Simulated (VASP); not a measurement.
# LaNbO (P4mm) in VASP: further runs

LaNbO is run at these levels: PBE; tasks: single point, relaxation of cell and atoms.

All numbers are computed with VASP 6.6.1; they aren't measurements. Logs are shortened: lines on timing, memory, paths and dates and some standing lists are left out, and cuts for length are marked.

## 1. The cell of the first run

The structure is tetragonal, space group P4mm (No. 99). Conventional cell: a = 2.985 Å, b = 2.985 Å, c = 5.859 Å, α = 90.00°, β = 90.00°, γ = 90.00°. La (site symmetry 4mm) has 2 Nb at 2.73 to 3.13 Å and 4 La at 2.98 Å and 4 O at 3.12 Å within 3.6 Å. Within 3.0 Å of Nb (site symmetry 4mm) lie 4 O at 2.27 Å and 1 La at 2.73 Å and 4 Nb at 2.98 Å. Within 3.0 Å of O (site symmetry 4mm) lie 4 Nb at 2.27 Å and 4 O at 2.98 Å.

The cell was generated, and may not be a known phase.

## 2. Single point, PBE

INCAR

```
PREC = Accurate
ENCUT = 520
EDIFF = 1E-6
ISMEAR = 0
SIGMA = 0.1
LREAL = F
LASPH = T
NELM = 60
ALGO = Normal
ISIF = 2
LWAVE = F
LCHARG = F
GGA = PE
NBANDS = 22
```

KPOINTS

```
regular mesh
0
Gamma
  6 6 4
```

POSCAR

```
LaNbO
1.0
    2.9847120102      0.0000000000      0.0000000000
    0.0000000000      2.9847120102      0.0000000000
    0.0000000000      0.0000000000      5.8587746621
La Nb O
1 1 1
Direct
    0.0000000000      0.0000000000      0.9660585785
    0.0000000000      0.0000000000      0.4321296748
    0.5000000000      0.5000000000      0.5738192867
```

Potentials or basis: VASP PAW PBE potentials, release 64 (La, Nb_sv, O).

On the command line:

```sh
> cat potpaw_PBE.64/La/POTCAR potpaw_PBE.64/Nb_sv/POTCAR potpaw_PBE.64/O/POTCAR > POTCAR
> mpirun -np 1 vasp_std > vasp.out
```

OUTCAR:

```text
PREC = Accurate
   ENCUT = 520
   EDIFF = 1E-6
   ISMEAR = 0
   LREAL = F
   LASPH = T
   NELM = 60
   ISIF = 2
   GGA = PE

 ion  position               nearest neighbor table
   1  0.000  0.000  0.966-   2 2.73   2 3.13
   2  0.000  0.000  0.432-   3 2.27   3 2.27   3 2.27   3 2.27   1 2.73   1 3.13
   3  0.500  0.500  0.574-   2 2.27   2 2.27   2 2.27   2 2.27

  LATTYP: Found a simple tetragonal cell.
 ALAT       =     2.9847120102
 C/A-ratio  =     1.9629279616

  Lattice vectors:

 A1 = (   2.9847120102,   0.0000000000,   0.0000000000)
 A2 = (   0.0000000000,   2.9847120102,   0.0000000000)
 A3 = (   0.0000000000,   0.0000000000,   5.8587746621)

Analysis of symmetry for initial positions (statically):
=====================================================================
 Subroutine PRICEL returns:
 Original cell was already a primitive cell.

 Routine SETGRP: Setting up the symmetry group for a
 simple tetragonal supercell.

 Subroutine GETGRP returns: Found  8 space group operations
 (whereof  8 operations were pure point group operations)
 out of a pool of 16 trial point group operations.

The static configuration has the point symmetry C_4v.

Analysis of symmetry for dynamics (positions and initial velocities):
=====================================================================
 Subroutine PRICEL returns:
 Original cell was already a primitive cell.

 Routine SETGRP: Setting up the symmetry group for a
 simple tetragonal supercell.

 Subroutine GETGRP returns: Found  8 space group operations
 (whereof  8 operations were pure point group operations)
 out of a pool of 16 trial point group operations.

The dynamic configuration has the point symmetry C_4v.

 Subroutine INISYM returns: Found  8 space group operations
 (whereof  8 operations are pure point group operations),
 and found     1 'primitive' translations

----------------------------------------------------------------------------------------

                                     Primitive cell

  volume of cell :      52.1929

  direct lattice vectors                    reciprocal lattice vectors
     2.984712010  0.000000000  0.000000000     0.335040700  0.000000000  0.000000000
     0.000000000  2.984712010  0.000000000     0.000000000  0.335040700  0.000000000
     0.000000000  0.000000000  5.858774662     0.000000000  0.000000000  0.170684155

  length of vectors
     2.984712010  2.984712010  5.858774662     0.335040700  0.335040700  0.170684155

  position of ions in fractional coordinates (direct lattice)
     0.000000000  0.000000000  0.966058578
     0.000000000  0.000000000  0.432129675
     0.500000000  0.500000000  0.573819287

  ion indices of the primitive-cell ions
   primitive index   ion index
                 1           1
                 2           2
                 3           3

----------------------------------------------------------------------------------------

 KPOINTS: regular mesh

Automatic generation of k-mesh.
 Grid dimensions read from file:
 generate k-points for:    6    6    4

 Generating k-lattice:

  Cartesian coordinates                     Fractional coordinates (reciprocal lattice)
     0.055840117  0.000000000  0.000000000     0.166666667  0.000000000  0.000000000
     0.000000000  0.055840117  0.000000000     0.000000000  0.166666667  0.000000000
     0.000000000  0.000000000  0.042671039     0.000000000  0.000000000  0.250000000

  Length of vectors
     0.055840117  0.055840117  0.042671039

  Shift w.r.t. Gamma in fractional coordinates (k-lattice)
     0.000000000  0.000000000  0.000000000

 Subroutine IBZKPT returns following result:
 ===========================================

 Found     30 irreducible k-points:

 Following reciprocal coordinates:
            Coordinates               Weight
  0.000000  0.000000  0.000000      1.000000
  0.166667  0.000000  0.000000      4.000000
  0.333333  0.000000  0.000000      4.000000
  0.500000  0.000000  0.000000      2.000000
  0.166667  0.166667  0.000000      4.000000
  0.333333  0.166667  0.000000      8.000000
[... 16 lines left out ...]
  0.333333  0.000000  0.500000      4.000000
  0.500000  0.000000  0.500000      2.000000
 [... further k-points ...]
   k-points           NKPTS =     30   k-points in BZ     NKDIM =     30   number of bands    NBANDS=     22
   number of dos      NEDOS =    301   number of ions     NIONS =      3
   total plane-waves  NPLWV =  27648
   dimension x,y,z NGX =    24 NGY =   24 NGZ =   48
   dimension x,y,z NGXF=    48 NGYF=   48 NGZF=   96
   ions per type =               1   1   1
   NGX,Y,Z   is equivalent  to a cutoff of  13.37, 13.37, 13.62 a.u.
   NGXF,Y,Z  is equivalent  to a cutoff of  26.74, 26.74, 27.24 a.u.
 SYSTEM =  unknown system
   PREC   = accura    normal or accurate (medium, high low for compatibility)
   ISTART =      0    job   : 0-new  1-cont  2-samecut
   ICHARG =      2    charge: 1-file 2-atom 10-const
   ISPIN  =      1    spin polarized calculation?
   LNONCOLLINEAR =      F non collinear calculations
   LSORBIT =      F    spin-orbit coupling
   LASPH  =      T    aspherical Exc in radial PAW
   ENCUT  =  520.0 eV  38.22 Ry    6.18 a.u.   5.55  5.55 10.89*2*pi/ulx,y,z
   NELM   =     60;   NELMIN=  2; NELMDL= -5     # of ELM steps
   EDIFF  = 0.1E-05   stopping-criterion for ELM
   LREAL  =      F    real-space projection
   EDIFFG = 0.1E-04   stopping-criterion for IOM
   NSW    =      0    number of steps for IOM
   IBRION =     -1    ionic relax: 0-MD 1-quasi-New 2-CG
   NFREE  =      0    steps in history (QN), initial steepest desc. (CG)
   ISIF   =      2    stress and relaxation
   ISYM   =      2    0-nonsym 1-usesym 2-fastsym
   POTIM  = 0.5000    time-step for ionic-motion
   TEBEG  =    0.0;   TEEND  =   0.0 temperature during run
   PSTRESS=    0.0 pullay stress
   NELECT =      30.0000    total number of electrons
   NUPDOWN=      -1.0000    fix difference up-down
   EMIN   =  10.00;   EMAX   =-10.00  energy-range for DOS
   EFERMI =   0.00;   METHOD = LEGACY
   ISMEAR =     0;   SIGMA  =   0.10  broadening in eV -4-tet -1-fermi 0-gaus
   EFERMI_NEDOS =   21; number of points for ismear=-14 and -15
   IALGO  =     38    algorithm
   IMIX   =      4    mixing-type and parameters
     AMIX     =   0.40;   BMIX     =  1.00
     AMIX_MAG =   1.60;   BMIX_MAG =  1.00
  volume/ion in A,a.u.               =      17.40       117.41
  Fermi-wavevector in a.u.,A,eV,Ry     =   1.361167  2.572232 25.208537  1.852775
  Thomas-Fermi vector in A             =   2.487766
   LORBIT       =      0    0 simple, 1 ext, 2 COOP (PROOUT), +10 PAW based schemes
   GGA     = PE    functional components
   LHFCALC =     F    Hartree Fock is set to
   AEXX    =    0.0000 exact exchange contribution
   IVDW    =     0    specifies the selected vdW correction
   LEPSILON=     F    determine dielectric tensor
   LRPA    =     F    only Hartree local field effects (RPA)
 non-spin polarized calculation
 Gauss-broadening in eV      SIGMA  =   0.10
  energy-cutoff  :      520.00
  volume of cell :       52.19
 maximum number of plane-waves:      1425
 NGX is ok and might be reduce to    24
   NGX = 11   NGY = 11   NGZ = 21

 number of electron      29.9999998 magnetization

 Free energy of the ion-electron system (eV)
  ---------------------------------------------------
  ext. energy  EPLUGINS =         0.00000000
  ---------------------------------------------------
  free energy    TOTEN  =       -22.15717716 eV

  energy without entropy =      -22.15018540  energy(sigma->0) =      -22.15368128

 E-fermi :  10.8275     XC(G=0): -11.5387

 val. band max:       10.8149028140   @ k =   0.5000   0.1667   0.2500
 cond. band min:      10.8951918517   @ k =   0.5000   0.5000   0.2500
 fundamental gap:      0.0802890377
 Fermi energy:        10.8274510874

 k-point     1 :       0.0000    0.0000    0.0000
  band No.  band energies     occupation
      1     -44.4806      2.00000
      2     -22.2758      2.00000
      3     -20.5998      2.00000
      4     -20.2658      2.00000
      5     -20.2658      2.00000
      6      -9.0399      2.00000
[... 14 lines left out ...]
     21      13.2475      0.00000
     22      13.3174      0.00000

 k-point     2 :       0.1667    0.0000    0.0000
  band No.  band energies     occupation
      1     -44.4636      2.00000
      2     -22.1243      2.00000
      3     -20.5796      2.00000
      4     -20.4529      2.00000
      5     -20.2473      2.00000
      6      -8.8876      2.00000
[... 14 lines left out ...]
     21      13.1550      0.00000
     22      13.2124      0.00000

 k-point     3 :       0.3333    0.0000    0.0000
  band No.  band energies     occupation
      1     -44.4293      2.00000
      2     -21.7982      2.00000
      3     -20.8384      2.00000
      4     -20.5070      2.00000
      5     -20.2100      2.00000
      6      -8.6157      2.00000
[... 14 lines left out ...]
     21      13.3275      0.00000
     22      13.5973      0.00000

 k-point     4 :       0.5000    0.0000    0.0000
  band No.  band energies     occupation
      1     -44.4121      2.00000
      2     -21.6217      2.00000
      3     -21.0143      2.00000
      4     -20.4776      2.00000
      5     -20.1912      2.00000
      6      -8.5501      2.00000
[... 14 lines left out ...]
     21      13.4217      0.00000
     22      13.4561      0.00000

 k-point     5 :       0.1667    0.1667    0.0000
  band No.  band energies     occupation
      1     -44.4468      2.00000
      2     -21.9739      2.00000
      3     -20.5585      2.00000
      4     -20.4437      2.00000
      5     -20.4125      2.00000
      6      -8.7864      2.00000
[... 417 lines left out ...]
 k-point    22 :       0.1667    0.0000    0.5000
  band No.  band energies     occupation
      1     -44.4636      2.00000
      2     -22.2021      2.00000
      3     -20.4879      2.00000
      4     -20.4301      2.00000
      5     -20.2472      2.00000
      6      -8.9484      2.00000
[... 14 lines left out ...]
     21      13.2266      0.00000
     22      13.3900      0.00000

 k-point    23 :       0.3333    0.0000    0.5000
  band No.  band energies     occupation
      1     -44.4293      2.00000
      2     -21.8872      2.00000
      3     -20.8369      2.00000
      4     -20.3855      2.00000
      5     -20.2099      2.00000
      6      -8.6441      2.00000
[... 14 lines left out ...]
     21      13.4873      0.00000
     22      13.6120      0.00000

 k-point    24 :       0.5000    0.0000    0.5000
  band No.  band energies     occupation
      1     -44.4121      2.00000
      2     -21.7187      2.00000
      3     -21.0138      2.00000
      4     -20.3484      2.00000
      5     -20.1911      2.00000
      6      -8.5802      2.00000
[... 14 lines left out ...]
     21      13.5855      0.00000
     22      13.6113      0.00000

 [... further k-points ...]

------------------------ aborting loop because EDIFF is reached ----------------------------------------

  FORCE on cell =-STRESS in cart. coord.  units (eV):
  Direction    XX          YY          ZZ          XY          YZ          ZX
  --------------------------------------------------------------------------------------
  -------------------------------------------------------------------------------------
  Total        0.0110478      0.0110478     -0.0590261      0.0000000      0.0000000      0.0000000
  in kB        0.3391372      0.3391372     -1.8119366      0.0000000      0.0000000      0.0000000
  external PRESSURE =      -0.3778874 kB  Pullay stress =       0.0000000 kB

 VOLUME and BASIS-vectors are now :
 -----------------------------------------------------------------------------
  energy-cutoff  :      520.00
  volume of cell :       52.19
      direct lattice vectors                 reciprocal lattice vectors
     2.984712010  0.000000000  0.000000000     0.335040700  0.000000000  0.000000000
     0.000000000  2.984712010  0.000000000     0.000000000  0.335040700  0.000000000
     0.000000000  0.000000000  5.858774662     0.000000000  0.000000000  0.170684155

 POSITION                                       TOTAL-FORCE (eV/Angst)
 -----------------------------------------------------------------------------------
      0.00000      0.00000      5.65992        -0.000000     -0.000000     -0.003827
      0.00000      0.00000      2.53175         0.000000     -0.000000      0.007984
      1.49236      1.49236      3.36188        -0.000000      0.000000     -0.004157
 -----------------------------------------------------------------------------------
    total drift:                                0.000000      0.000000      0.000295

  FREE ENERGIE OF THE ION-ELECTRON SYSTEM (eV)
  ---------------------------------------------------
  free  energy   TOTEN  =       -22.1571771633 eV

  energy  without entropy=      -22.1501854003  energy(sigma->0) =      -22.15368128
```

Run time: 41 s. Hardware: 1 thread of AMD EPYC 7R13 (Zen 3), shared host; peak memory 0.18 GiB.

What came out:

| Item | Value |
| --- | --- |
| Free energy | -22.1572 eV |
| Pressure | 0.0 GPa |
| Largest force | 0.008 eV/Å |
| Band gap on the k mesh | zero (bands 15 and 16 overlap by 1.72 eV) |

Forces on the atoms (eV/Å):
```
La   0.000  0.000 -0.004
Nb   0.000  0.000  0.008
O    0.000  0.000 -0.004
```

Stress tensor (GPa, compression positive):
```
 0.03  0.00  0.00
 0.00  0.03  0.00
 0.00  0.00 -0.18
```

Levels at points of the mesh, in eV from the Fermi level:
| k point | band 12 | band 13 | band 14 | band 15 | band 16 | band 17 | band 18 | band 19 |
| --- | --- | --- | --- | --- | --- | --- | --- | --- |
| (0.00, 0.00, 0.00) | -4.66 | -2.71 | -2.07 | -1.48 | -1.20 | 1.87 | 2.01 | 2.01 |
| (0.50, 0.00, 0.00) | -5.42 | -1.88 | -1.68 | 0.52 | 0.75 | 1.33 | 1.52 | 1.94 |
| (0.50, 0.50, 0.00) | -5.61 | -3.02 | -0.75 | -0.75 | -0.69 | 2.11 | 2.16 | 2.16 |
| (0.00, 0.00, 0.50) | -4.63 | -2.58 | -1.43 | -0.85 | 0.21 | 0.69 | 1.96 | 1.98 |
| (0.50, 0.00, 0.50) | -4.96 | -2.47 | -0.62 | 0.42 | 0.86 | 1.17 | 1.42 | 1.59 |
| (0.50, 0.50, 0.50) | -5.83 | -2.41 | -0.85 | -0.85 | 1.13 | 1.28 | 1.98 | 1.98 |

Caveat: spin-orbit coupling is left out, which moves the levels of the heavy elements.

(Part 1 of 3 ends here.)

The gap in the log of VASP goes by the Fermi energy; the results here count the filled bands.